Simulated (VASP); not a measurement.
# Zn in VASP: notebook

The runs below take Zn through single point, with PBE.

Program: VASP 6.6.1. These are calculated values, not measurements. Logs are shortened: lines on timing, memory, paths and dates and some standing lists are left out, and cuts for length are marked.

**1. The cell of the first run**

The cell holds a slab with vacuum, 6 atoms: a = 2.636 Å, b = 2.636 Å, c = 28.731 Å, α = 90.00°, β = 90.00°, γ = 120.00°.

**2. Single point, PBE**

INCAR

```
PREC = Accurate ; ENCUT = 520
EDIFF = 1E-7 ; ISMEAR = -1
SIGMA = 0.08 ; LREAL = F
LASPH = T ; NELM = 100
ALGO = Normal ; ISIF = 2
LWAVE = F ; LCHARG = F
LDIPOL = T ; IDIPOL = 3
DIPOL = 0.5 0.5 0.500 ; GGA = PE
NBANDS = 45
```

KPOINTS

```
regular mesh
0
Gamma
  16 16 1
```

POSCAR

```
Zn
1.0
    2.6356265364      0.0000000000      0.0000000000
   -1.3178132682      2.2825195354      0.0000000000
    0.0000000000      0.0000000000     28.7313000000
Zn
6
Direct
    0.8333333333      0.1666666667      0.2835601823
    0.1666666667      0.8333333333      0.3713961359
    0.8333333333      0.1666666667      0.4565703414
    0.1666666667      0.8333333333      0.5434296588
    0.8333333333      0.1666666667      0.6286038644
    0.1666666667      0.8333333333      0.7164398172
```

Potentials or basis: VASP PAW PBE potentials, release 64 (Zn).

Run with:

```sh
cat potpaw_PBE.64/Zn/POTCAR > POTCAR
mpirun -np 1 vasp_std > vasp.out
```

OUTCAR:

```text
PREC = Accurate
   ENCUT = 520
   EDIFF = 1E-7
   ISMEAR = -1
   LREAL = F
   LASPH = T
   NELM = 100
   ISIF = 2
   GGA = PE

 ion  position               nearest neighbor table
   1  0.833  0.167  0.284-   2 2.95   2 2.95   2 2.95
   2  0.167  0.833  0.371-   3 2.88   3 2.88   3 2.88   1 2.95   1 2.95   1 2.95
   3  0.833  0.167  0.457-   2 2.88   2 2.88   2 2.88   4 2.92   4 2.92   4 2.92
   4  0.167  0.833  0.543-   5 2.88   5 2.88   5 2.88   3 2.92   3 2.92   3 2.92
   5  0.833  0.167  0.629-   4 2.88   4 2.88   4 2.88   6 2.95   6 2.95   6 2.95
   6  0.167  0.833  0.716-   5 2.95   5 2.95   5 2.95

  LATTYP: Found a hexagonal cell.
 ALAT       =     2.6356265364
 C/A-ratio  =    10.9011271526

  Lattice vectors:

 A1 = (   2.6356265364,   0.0000000000,   0.0000000000)
 A2 = (  -1.3178132682,   2.2825195354,   0.0000000000)
 A3 = (   0.0000000000,   0.0000000000,  28.7313000000)

Analysis of symmetry for initial positions (statically):
=====================================================================
 Subroutine PRICEL returns:
 Original cell was already a primitive cell.

 Routine SETGRP: Setting up the symmetry group for a
 hexagonal supercell.

 Subroutine GETGRP returns: Found 12 space group operations
 (whereof  4 operations were pure point group operations)
 out of a pool of 24 trial point group operations.

The static configuration has the point symmetry C_2h.
 The point group associated with its full space group is D_3d.

Analysis of symmetry for dynamics (positions and initial velocities):
=====================================================================
 Subroutine PRICEL returns:
 Original cell was already a primitive cell.

 Routine SETGRP: Setting up the symmetry group for a
 hexagonal supercell.

 Subroutine GETGRP returns: Found 12 space group operations
 (whereof  4 operations were pure point group operations)
 out of a pool of 24 trial point group operations.

The dynamic configuration has the point symmetry C_2h.
 The point group associated with its full space group is D_3d.

 Subroutine INISYM returns: Found 12 space group operations
 (whereof  4 operations are pure point group operations),
 and found     1 'primitive' translations

----------------------------------------------------------------------------------------

                                     Primitive cell

  volume of cell :     172.8437

  direct lattice vectors                    reciprocal lattice vectors
[... 106 lines left out ...]
   NELECT =      72.0000    total number of electrons
   NUPDOWN=      -1.0000    fix difference up-down
   EMIN   =  10.00;   EMAX   =-10.00  energy-range for DOS
   EFERMI =   0.00;   METHOD = LEGACY
   ISMEAR =    -1;   SIGMA  =   0.08  broadening in eV -4-tet -1-fermi 0-gaus
   EFERMI_NEDOS =   21; number of points for ismear=-14 and -15
   IALGO  =     38    algorithm
   IMIX   =      4    mixing-type and parameters
     AMIX     =   0.40;   BMIX     =  1.00
     AMIX_MAG =   1.60;   BMIX_MAG =  1.00
  volume/ion in A,a.u.               =      28.81       194.40
  Fermi-wavevector in a.u.,A,eV,Ry     =   1.222647  2.310468 20.338885  1.494866
  Thomas-Fermi vector in A             =   2.357786
   LORBIT       =      0    0 simple, 1 ext, 2 COOP (PROOUT), +10 PAW based schemes
   GGA     = PE    functional components
   LHFCALC =     F    Hartree Fock is set to
   AEXX    =    0.0000 exact exchange contribution
   IVDW    =     0    specifies the selected vdW correction
   LEPSILON=     F    determine dielectric tensor
   LRPA    =     F    only Hartree local field effects (RPA)
 non-spin polarized calculation
  energy-cutoff  :      520.00
  volume of cell :      172.84
 maximum number of plane-waves:      4723
 NGX is ok and might be reduce to    20
   NGX =  9   NGY =  9   NGZ =107

 dipolmoment           0.000000      0.000000      0.000000 electrons x Angstroem

 number of electron      71.9999996 magnetization

 dipolmoment           0.000000      0.000000     -0.000000 electrons x Angstroem

 Free energy of the ion-electron system (eV)
  ---------------------------------------------------
  ext. energy  EPLUGINS =         0.00000000
  ---------------------------------------------------
  free energy    TOTEN  =        -6.42875687 eV

  energy without entropy =       -6.40108831  energy(sigma->0) =       -6.41492259

 E-fermi :  -0.3852     XC(G=0):  -6.6083

 val. band max:       -0.4181309166   @ k =   0.3750   0.1250   0.0000
 cond. band min:      -0.2270366409   @ k =   0.2500   0.0625   0.0000
 fundamental gap:      0.1910942757
 Fermi energy:        -0.3851889257

 k-point     1 :       0.0000    0.0000    0.0000
  band No.  band energies     occupation
      1     -10.6528      2.00000
      2     -10.1861      2.00000
      3      -9.5571      2.00000
      4      -9.1293      2.00000
      5      -8.9113      2.00000
      6      -8.9087      2.00000
[... 1141 lines left out ...]
     44       5.8679      0.00000
     45       6.0699      0.00000

 [... further k-points ...]

------------------------ aborting loop because EDIFF is reached ----------------------------------------

 vacuum level on the upper side and lower side of the slab       (xc-potential included)        -0.085        -0.085

  FORCE on cell =-STRESS in cart. coord.  units (eV):
  Direction    XX          YY          ZZ          XY          YZ          ZX
  --------------------------------------------------------------------------------------
  -------------------------------------------------------------------------------------
  Total        0.2045189      0.2045189      0.0909266      0.0000000      0.0000000      0.0000000
  in kB        1.8957908      1.8957908      0.8428451      0.0000000      0.0000000      0.0000000
  external PRESSURE =       1.5448089 kB  Pullay stress =       0.0000000 kB

 VOLUME and BASIS-vectors are now :
 -----------------------------------------------------------------------------
  energy-cutoff  :      520.00
  volume of cell :      172.84
      direct lattice vectors                 reciprocal lattice vectors
     2.635626536  0.000000000  0.000000000     0.379416426  0.219056176  0.000000000
    -1.317813268  2.282519535  0.000000000     0.000000000  0.438112351  0.000000000
     0.000000000  0.000000000 28.731300000     0.000000000  0.000000000  0.034805247

 POSITION                                       TOTAL-FORCE (eV/Angst)
 -----------------------------------------------------------------------------------
      1.97672      0.38042      8.14705        -0.000000     -0.000000     -0.005597
     -0.65891      1.90210     10.67069         0.000000     -0.000000     -0.006202
      1.97672      0.38042     13.11786        -0.000000      0.000000      0.000388
     -0.65891      1.90210     15.61344         0.000000     -0.000000     -0.000388
      1.97672      0.38042     18.06061        -0.000000      0.000000      0.006202
     -0.65891      1.90210     20.58425         0.000000     -0.000000      0.005597
 -----------------------------------------------------------------------------------
    total drift:                               -0.000000      0.000000     -0.000000

  FREE ENERGIE OF THE ION-ELECTRON SYSTEM (eV)
  ---------------------------------------------------
  free  energy   TOTEN  =        -6.4287568744 eV

  energy  without entropy=       -6.4010883107  energy(sigma->0) =       -6.41492259

 vacuum level on the upper side and lower side of the slab         3.678         3.678
```

stdout:

```text
POSCAR found type information on POSCAR Zn
 POSCAR found :  1 types and       6 ions
 scaLAPACK will be used
 LDA part: xc-table for (Slater+PW92), standard interpolation
 POSCAR, INCAR and KPOINTS ok, starting setup
 FFT: planning ... GRIDC
 FFT: planning ... GRID_SOFT
 FFT: planning ... GRID
 WAVECAR not read
 entering main loop
```

Wall time 2.8 min (1 thread of AMD EPYC 9R45 (Zen 5), shared host); peak memory 0.34 GiB.

Results:

```yaml
Free_energy: -6.4288 eV
Largest_force: 0.006 eV/Å
Band_gap_on_the_k_mesh: zero (bands 36 and 37 overlap by 4.02 eV)
```

Forces in eV/Å, atoms in the order of the input:
```
Zn   0.000  0.000 -0.006
Zn   0.000  0.000 -0.006
Zn   0.000  0.000  0.000
Zn   0.000  0.000  0.000
Zn   0.000  0.000  0.006
Zn   0.000  0.000  0.006
```

Levels at points of the mesh, in eV from the Fermi level:
| k point | band 32 | band 33 | band 34 | band 35 | band 36 | band 37 | band 38 | band 39 | band 40 | band 41 |
| --- | --- | --- | --- | --- | --- | --- | --- | --- | --- | --- |
| (0.00, 0.00, 0.00) | -6.88 | -6.88 | -6.88 | -5.88 | -4.23 | -2.77 | -0.57 | 1.51 | 3.20 | 3.85 |
| (0.50, 0.00, 0.00) | -2.18 | -1.90 | -1.79 | -1.35 | -1.26 | 0.58 | 0.74 | 1.31 | 1.70 | 2.27 |

**3. Single point, PBE**

INCAR

```
SYSTEM = Zn
  PREC = Accurate
  ENCUT = 520
  EDIFF = 1E-6
  ISMEAR = -1
  SIGMA = 0.08
  LREAL = .FALSE.
  LASPH = .TRUE.
  NELM = 100
  ALGO = Normal
  ISIF = 2
  LWAVE = .FALSE.
  LCHARG = .FALSE.
  LDIPOL = .TRUE.
  IDIPOL = 3
  DIPOL = 0.5 0.5 0.500
  GGA = PE
  EFIELD = -0.1
  NBANDS = 45
```

KPOINTS

```
Automatic mesh
0
G
  16 16 1
  0 0 0
```

POSCAR is that of step 2.

Potentials or basis: VASP PAW PBE potentials, release 64 (Zn).

Run with:

```sh
cat potpaw_PBE.64/Zn/POTCAR > POTCAR
mpirun -np 1 vasp_std > vasp.out
```

OUTCAR:

```text
SYSTEM = Zn
   PREC = Accurate
   ENCUT = 520
   EDIFF = 1E-6
   ISMEAR = -1
   LREAL = .FALSE.
   LASPH = .TRUE.
   NELM = 100
   ISIF = 2
   GGA = PE

 ion  position               nearest neighbor table
   1  0.833  0.167  0.284-   2 2.95   2 2.95   2 2.95
   2  0.167  0.833  0.371-   3 2.88   3 2.88   3 2.88   1 2.95   1 2.95   1 2.95
   3  0.833  0.167  0.457-   2 2.88   2 2.88   2 2.88   4 2.92   4 2.92   4 2.92
   4  0.167  0.833  0.543-   5 2.88   5 2.88   5 2.88   3 2.92   3 2.92   3 2.92
   5  0.833  0.167  0.629-   4 2.88   4 2.88   4 2.88   6 2.95   6 2.95   6 2.95
   6  0.167  0.833  0.716-   5 2.95   5 2.95   5 2.95

  LATTYP: Found a hexagonal cell.
 ALAT       =     2.6356265364
 C/A-ratio  =    10.9011271526

  Lattice vectors:

 A1 = (   2.6356265364,   0.0000000000,   0.0000000000)
 A2 = (  -1.3178132682,   2.2825195354,   0.0000000000)
 A3 = (   0.0000000000,   0.0000000000,  28.7313000000)

Analysis of symmetry for initial positions (statically):
=====================================================================
 Subroutine PRICEL returns:
 Original cell was already a primitive cell.

 Routine SETGRP: Setting up the symmetry group for a
 hexagonal supercell.

 Subroutine GETGRP returns: Found 12 space group operations
 (whereof  4 operations were pure point group operations)
 out of a pool of 24 trial point group operations.

The static configuration has the point symmetry C_2h.
 The point group associated with its full space group is D_3d.

Analysis of symmetry for dynamics (positions and initial velocities):
=====================================================================
 An external electric field (EFIELD) may reduce the allowed symmetry operations
 Subroutine PRICEL returns:
 Original cell was already a primitive cell.

 Routine SETGRP: Setting up the symmetry group for a
 hexagonal supercell.

[... 139 lines left out ...]
   LHFCALC =     F    Hartree Fock is set to
   AEXX    =    0.0000 exact exchange contribution
   IVDW    =     0    specifies the selected vdW correction
   LEPSILON=     F    determine dielectric tensor
   LRPA    =     F    only Hartree local field effects (RPA)
 non-spin polarized calculation
  energy-cutoff  :      520.00
  volume of cell :      172.84
 maximum number of plane-waves:      4723
 NGX is ok and might be reduce to    20
   NGX =  9   NGY =  9   NGZ =107

 dipolmoment           0.000000      0.000000      0.030521 electrons x Angstroem

 number of electron      71.9999996 magnetization

 dipolmoment           0.000000      0.000000     -0.051740 electrons x Angstroem

 Free energy of the ion-electron system (eV)
  ---------------------------------------------------
  ext. energy  EPLUGINS =         0.00000000
  ---------------------------------------------------
  free energy    TOTEN  =        -6.43134188 eV

  energy without entropy =       -6.40367183  energy(sigma->0) =       -6.41750686

 E-fermi :  -0.3858     XC(G=0):  -6.6128

 val. band max:       -0.4187228537   @ k =   0.3750   0.1250   0.0000
 cond. band min:      -0.2276731291   @ k =   0.2500   0.0625   0.0000
 fundamental gap:      0.1910497246
 Fermi energy:        -0.3858067672

 k-point     1 :       0.0000    0.0000    0.0000
  band No.  band energies     occupation
      1     -10.6535      2.00000
      2     -10.1867      2.00000
      3      -9.5577      2.00000
      4      -9.1299      2.00000
      5      -8.9128      2.00000
      6      -8.9083      2.00000
[... 1141 lines left out ...]
     44       5.8672      0.00000
     45       6.0693      0.00000

 [... further k-points ...]

------------------------ aborting loop because EDIFF is reached ----------------------------------------

 vacuum level on the upper side and lower side of the slab       (xc-potential included)         0.471        -0.837

  FORCE on cell =-STRESS in cart. coord.  units (eV):
  Direction    XX          YY          ZZ          XY          YZ          ZX
  --------------------------------------------------------------------------------------
  -------------------------------------------------------------------------------------
  Total        0.2052595      0.2052595      0.0888124      0.0000000      0.0000000      0.0000000
  in kB        1.9026559      1.9026559      0.8232482      0.0000000      0.0000000      0.0000000
  external PRESSURE =       1.5428533 kB  Pullay stress =       0.0000000 kB

 VOLUME and BASIS-vectors are now :
 -----------------------------------------------------------------------------
  energy-cutoff  :      520.00
  volume of cell :      172.84
      direct lattice vectors                 reciprocal lattice vectors
     2.635626536  0.000000000  0.000000000     0.379416426  0.219056176  0.000000000
    -1.317813268  2.282519535  0.000000000     0.000000000  0.438112351  0.000000000
     0.000000000  0.000000000 28.731300000     0.000000000  0.000000000  0.034805247

 POSITION                                       TOTAL-FORCE (eV/Angst)
 -----------------------------------------------------------------------------------
      1.97672      0.38042      8.14705        -0.000000     -0.000000     -0.004199
     -0.65891      1.90210     10.67069        -0.000000      0.000000     -0.007590
      1.97672      0.38042     13.11786        -0.000000      0.000000      0.000228
     -0.65891      1.90210     15.61344         0.000000      0.000000     -0.000582
      1.97672      0.38042     18.06061         0.000000      0.000000      0.004791
     -0.65891      1.90210     20.58425         0.000000      0.000000      0.007352
 -----------------------------------------------------------------------------------
    total drift:                               -0.000000      0.000000      0.000114

  FREE ENERGIE OF THE ION-ELECTRON SYSTEM (eV)
  ---------------------------------------------------
  free  energy   TOTEN  =        -6.4313418754 eV

  energy  without entropy=       -6.4036718346  energy(sigma->0) =       -6.41750686

 vacuum level on the upper side and lower side of the slab         4.238         2.960
```

stdout:

```text
POSCAR found type information on POSCAR Zn
 POSCAR found :  1 types and       6 ions
 scaLAPACK will be used
 LDA part: xc-table for (Slater+PW92), standard interpolation
 POSCAR, INCAR and KPOINTS ok, starting setup
 FFT: planning ... GRIDC
 FFT: planning ... GRID_SOFT
 FFT: planning ... GRID
 WAVECAR not read
 entering main loop
```

It took 3.2 min on 1 thread of AMD EPYC 9R45 (Zen 5), shared host; peak memory 0.34 GiB.

What came out:

* Free energy: -6.4313 eV
* Largest force: 0.008 eV/Å
* Band gap on the k mesh: zero (bands 36 and 37 overlap by 4.02 eV)

Forces in eV/Å, atoms in the order of the input:
```
Zn   0.000  0.000 -0.004
Zn   0.000  0.000 -0.008
Zn   0.000  0.000  0.000
Zn   0.000  0.000 -0.001
Zn   0.000  0.000  0.005
Zn   0.000  0.000  0.007
```

Levels at points of the mesh, in eV from the Fermi level:
| k point | band 33 | band 34 | band 35 | band 36 | band 37 | band 38 | band 39 | band 40 |
| --- | --- | --- | --- | --- | --- | --- | --- | --- |
| (0.00, 0.00, 0.00) | -6.88 | -6.88 | -5.88 | -4.23 | -2.77 | -0.57 | 1.51 | 3.17 |
| (0.50, 0.00, 0.00) | -1.90 | -1.79 | -1.35 | -1.26 | 0.58 | 0.74 | 1.31 | 1.70 |

The gap in the log of VASP goes by the Fermi energy; the results here count the filled bands.